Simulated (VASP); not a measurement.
# In6As (P-31m) in VASP: notebook

The runs below take In6As through single point, with PBE.

All numbers are computed with VASP 6.6.1; they aren't measurements. Logs are shortened: lines on timing, memory, paths and dates and some standing lists are left out, and cuts for length are marked.

## (1) The cell of the first run

It takes space group P-31m (No. 162, trigonal). The conventional cell has a = 6.308 Å, b = 6.308 Å, c = 5.739 Å, α = 90.00°, β = 90.00°, γ = 120.00°. Within 3.9 Å of In (site symmetry m) lie 1 As at 2.85 Å and 10 In at 3.14 to 3.82 Å. As (site symmetry -3m) has 6 In at 2.85 Å within 3.7 Å.

The cell was built from a structure type or drawn by symmetry, and may not be a known phase.

## (2) Single point, PBE

Contents of INCAR:

```
SYSTEM = In6As
PREC = Accurate ; ENCUT = 520
EDIFF = 1E-6 ; ISMEAR = 0
SIGMA = 0.1 ; LREAL = .FALSE.
LASPH = .TRUE. ; NELM = 80
ALGO = Fast ; ISIF = 2
LWAVE = .FALSE. ; LCHARG = .TRUE.
GGA = PE ; LELF = .TRUE.
LVHAR = .TRUE. ; NBANDS = 50
```

Contents of KPOINTS:

```
regular mesh
0
G
  6 6 6
  0 0 0
```

Contents of POSCAR:

```
In6As
1.0
    6.3084141028      0.0000000000      0.0000000000
   -3.1542070514      5.4632468706      0.0000000000
    0.0000000000      0.0000000000      5.7386259117
In As
6 1
Direct
    0.3859872460      0.3859872460      0.2435818039
    0.0000000000      0.6140127540      0.2435818039
    0.6140127540      0.0000000000      0.2435818039
    0.0000000000      0.3859872460      0.7564181961
    0.3859872460      0.0000000000      0.7564181961
    0.6140127540      0.6140127540      0.7564181961
    0.0000000000      0.0000000000      0.5000000000
```

Potentials or basis: VASP PAW PBE potentials, release 64 (In_d, As).

The run is started by

```bash
$ cat potpaw_PBE.64/In_d/POTCAR potpaw_PBE.64/As/POTCAR > POTCAR
$ mpirun -np 1 vasp_std > vasp.out
```

OUTCAR:

```text
SYSTEM = In6As
   PREC = Accurate
   ENCUT = 520
   EDIFF = 1E-6
   ISMEAR = 0
   LREAL = .FALSE.
   LASPH = .TRUE.
   NELM = 80
   ISIF = 2
   GGA = PE

 ion  position               nearest neighbor table
   1  0.386  0.386  0.244-   7 2.85   6 3.14   6 3.28   3 3.39   3 3.39   2 3.39   2 3.39   5 3.71
                             4 3.71   5 3.82   4 3.82
   2  0.000  0.614  0.244-   7 2.85   4 3.14   4 3.28   3 3.39   3 3.39   1 3.39   1 3.39   5 3.71
                             6 3.71   5 3.82   6 3.82
   3  0.614  0.000  0.244-   7 2.85   5 3.14   5 3.28   2 3.39   1 3.39   1 3.39   2 3.39   6 3.71
                             4 3.71   6 3.82   4 3.82
   4  0.000  0.386  0.756-   7 2.85   2 3.14   2 3.28   5 3.39   5 3.39   6 3.39   6 3.39   3 3.71
                             1 3.71   3 3.82   1 3.82
   5  0.386  0.000  0.756-   7 2.85   3 3.14   3 3.28   6 3.39   4 3.39   6 3.39   4 3.39   2 3.71
                             1 3.71   1 3.82   2 3.82
   6  0.614  0.614  0.756-   7 2.85   1 3.14   1 3.28   5 3.39   5 3.39   4 3.39   4 3.39   3 3.71
                             2 3.71   3 3.82   2 3.82
   7  0.000  0.000  0.500-   1 2.85   2 2.85   4 2.85   6 2.85   5 2.85   3 2.85

  LATTYP: Found a hexagonal cell.
 ALAT       =     6.3084141028
 C/A-ratio  =     0.9096780614

  Lattice vectors:

 A1 = (   6.3084141028,   0.0000000000,   0.0000000000)
 A2 = (  -3.1542070514,   5.4632468706,   0.0000000000)
 A3 = (   0.0000000000,   0.0000000000,   5.7386259117)

Analysis of symmetry for initial positions (statically):
=====================================================================
 Subroutine PRICEL returns:
 Original cell was already a primitive cell.

 Routine SETGRP: Setting up the symmetry group for a
 hexagonal supercell.

 Subroutine GETGRP returns: Found 12 space group operations
 (whereof 12 operations were pure point group operations)
 out of a pool of 24 trial point group operations.

The static configuration has the point symmetry D_3d.

Analysis of symmetry for dynamics (positions and initial velocities):
=====================================================================
 Subroutine PRICEL returns:
 Original cell was already a primitive cell.

 Routine SETGRP: Setting up the symmetry group for a
 hexagonal supercell.

 Subroutine GETGRP returns: Found 12 space group operations
 (whereof 12 operations were pure point group operations)
[... 115 lines left out ...]
   NSW    =      0    number of steps for IOM
   IBRION =     -1    ionic relax: 0-MD 1-quasi-New 2-CG
   NFREE  =      0    steps in history (QN), initial steepest desc. (CG)
   ISIF   =      2    stress and relaxation
   ISYM   =      2    0-nonsym 1-usesym 2-fastsym
   POTIM  = 0.5000    time-step for ionic-motion
   TEBEG  =    0.0;   TEEND  =   0.0 temperature during run
   PSTRESS=    0.0 pullay stress
   NELECT =      83.0000    total number of electrons
   NUPDOWN=      -1.0000    fix difference up-down
   EMIN   =  10.00;   EMAX   =-10.00  energy-range for DOS
   EFERMI =   0.00;   METHOD = LEGACY
   ISMEAR =     0;   SIGMA  =   0.10  broadening in eV -4-tet -1-fermi 0-gaus
   EFERMI_NEDOS =   21; number of points for ismear=-14 and -15
   IALGO  =     68    algorithm
   IMIX   =      4    mixing-type and parameters
     AMIX     =   0.40;   BMIX     =  1.00
     AMIX_MAG =   1.60;   BMIX_MAG =  1.00
  volume/ion in A,a.u.               =      28.25       190.67
  Fermi-wavevector in a.u.,A,eV,Ry     =   1.225673  2.316186 20.439676  1.502274
  Thomas-Fermi vector in A             =   2.360702
   LORBIT       =      0    0 simple, 1 ext, 2 COOP (PROOUT), +10 PAW based schemes
   GGA     = PE    functional components
   LHFCALC =     F    Hartree Fock is set to
   AEXX    =    0.0000 exact exchange contribution
   IVDW    =     0    specifies the selected vdW correction
   LEPSILON=     F    determine dielectric tensor
   LRPA    =     F    only Hartree local field effects (RPA)
 non-spin polarized calculation
 RMM-DIIS sequential band-by-band and
 Gauss-broadening in eV      SIGMA  =   0.10
  energy-cutoff  :      520.00
  volume of cell :      197.78
 maximum number of plane-waves:      5386
   NGX = 23   NGY = 23   NGZ = 21

 number of electron      82.9999973 magnetization

 Free energy of the ion-electron system (eV)
  ---------------------------------------------------
  ext. energy  EPLUGINS =         0.00000000
  ---------------------------------------------------
  free energy    TOTEN  =       -19.77399500 eV

  energy without entropy =      -19.75823760  energy(sigma->0) =      -19.76611630

 E-fermi :   6.1011     XC(G=0):  -9.6928

 val. band max:        6.0832864013   @ k =   0.1667   0.0000   0.5000
 cond. band min:       6.1063106991   @ k =   0.3333  -0.0000   0.3333
 fundamental gap:      0.0230242978
 Fermi energy:         6.1011384181

 k-point     1 :       0.0000    0.0000    0.0000
  band No.  band energies     occupation
      1      -8.5758      2.00000
      2      -8.5602      2.00000
      3      -8.5046      2.00000
      4      -8.4691      2.00000
      5      -8.4691      2.00000
      6      -8.4397      2.00000
[... 1261 lines left out ...]
     49       9.7603      0.00000
     50      10.4280      0.00000

 [... further k-points ...]

------------------------ aborting loop because EDIFF is reached ----------------------------------------

  FORCE on cell =-STRESS in cart. coord.  units (eV):
  Direction    XX          YY          ZZ          XY          YZ          ZX
  --------------------------------------------------------------------------------------
  -------------------------------------------------------------------------------------
  Total       -0.0024723     -0.0024723      0.0370751      0.0000000      0.0000000      0.0000000
  in kB       -0.0200276     -0.0200276      0.3003405      0.0000000      0.0000000      0.0000000
  external PRESSURE =       0.0867618 kB  Pullay stress =       0.0000000 kB

 VOLUME and BASIS-vectors are now :
 -----------------------------------------------------------------------------
  energy-cutoff  :      520.00
  volume of cell :      197.78
      direct lattice vectors                 reciprocal lattice vectors
     6.308414103  0.000000000  0.000000000     0.158518446  0.091520667  0.000000000
    -3.154207051  5.463246871  0.000000000     0.000000000  0.183041335  0.000000000
     0.000000000  0.000000000  5.738625912     0.000000000  0.000000000  0.174257743

 POSITION                                       TOTAL-FORCE (eV/Angst)
 -----------------------------------------------------------------------------------
      1.21748      2.10874      1.39782         0.002657      0.004601     -0.006736
     -1.93672      3.35450      1.39782         0.002657     -0.004601     -0.006736
      3.87345      0.00000      1.39782        -0.005313      0.000000     -0.006736
     -1.21748      2.10874      4.34080        -0.002657      0.004601      0.006736
      2.43497      0.00000      4.34080         0.005313      0.000000      0.006736
      1.93672      3.35450      4.34080        -0.002657     -0.004601      0.006736
      0.00000      0.00000      2.86931        -0.000000      0.000000     -0.000000
 -----------------------------------------------------------------------------------
    total drift:                                0.000000      0.000000      0.000000

  FREE ENERGIE OF THE ION-ELECTRON SYSTEM (eV)
  ---------------------------------------------------
  free  energy   TOTEN  =       -19.7739949987 eV

  energy  without entropy=      -19.7582375972  energy(sigma->0) =      -19.76611630
```

Wall time 13 min (1 thread of Intel Xeon 8259CL, shared host); peak memory 0.48 GiB.

Results:

* Free energy: -19.7740 eV
* Pressure: 0.0 GPa
* Largest force: 0.009 eV/Å
* Band gap on the k mesh: zero (an odd number of electrons rules out a gap without spin polarisation)

Forces in eV/Å, atoms in the order of the input:
```
In   0.003  0.005 -0.007
In   0.003 -0.005 -0.007
In  -0.005  0.000 -0.007
In  -0.003  0.005  0.007
In   0.005  0.000  0.007
In  -0.003 -0.005  0.007
As   0.000  0.000  0.000
```

Caveat: spin-orbit coupling is left out, which moves the levels of the heavy elements.

## (3) Single point, PBE

This run uses another cell than the first one, of 27.71 Å³/atom.

Contents of INCAR:

```
SYSTEM = In6As
ALGO = Normal
EDIFF = 1E-6
ENCUT = 520
GGA = PE
ISIF = 2
ISMEAR = 0
LASPH = .TRUE.
LCHARG = .FALSE.
LREAL = .FALSE.
LWAVE = .FALSE.
NBANDS = 50
NELM = 80
PREC = Accurate
SIGMA = 0.2
```

Contents of KPOINTS:

```
k-points
0
G
  3 3 3
  0 0 0
```

Contents of POSCAR:

```
In6As
1.0
    6.2032617567      0.0000000000      0.0000000000
   -3.1016308784      5.3721822677      0.0000000000
    0.0000000000      0.0000000000      5.8202933588
In As
6 1
Direct
    0.3828606424      0.3828606424      0.2434173863
    0.0000000000      0.6171393576      0.2434173863
    0.6171393576      0.0000000000      0.2434173863
    0.0000000000      0.3828606424      0.7565826137
    0.3828606424      0.0000000000      0.7565826137
    0.6171393576      0.6171393576      0.7565826137
    0.0000000000      0.0000000000      0.5000000000
```

Potentials or basis: VASP PAW PBE potentials, release 64 (In_d, As).

The run is started by

```bash
$ cat potpaw_PBE.64/In_d/POTCAR potpaw_PBE.64/As/POTCAR > POTCAR
$ mpirun -np 1 vasp_std > vasp.out
```

It took 40 s on 1 thread of Intel Xeon 6975P-C (Granite Rapids), shared host; peak memory 0.34 GiB.

Results (log left out):

| Quantity | Value |
| --- | --- |
| Free energy | -19.7908 eV |
| Pressure | 0.2 GPa |
| Largest force | 0.068 eV/Å |
| Band gap on the k mesh | zero (an odd number of electrons rules out a gap without spin polarisation) |

Forces on the atoms (eV/Å):
```
In   0.024  0.042 -0.047
In   0.024 -0.042 -0.047
In  -0.049  0.000 -0.047
In  -0.024  0.042  0.047
In   0.049  0.000  0.047
In  -0.024 -0.042  0.047
As   0.000  0.000  0.000
```

Levels at points of the mesh, in eV from the Fermi level:
```tsv
k point	band 39	band 40	band 41	band 42	band 43	band 44
(0.00, 0.00, 0.00)	-2.68	-1.08	0.22	0.22	0.68	0.69
```

Caveat: the k points lie up to 0.39 Å⁻¹ apart, too coarse for converged energies and pressures of a metal; spin-orbit coupling is left out, which moves the levels of the heavy elements.
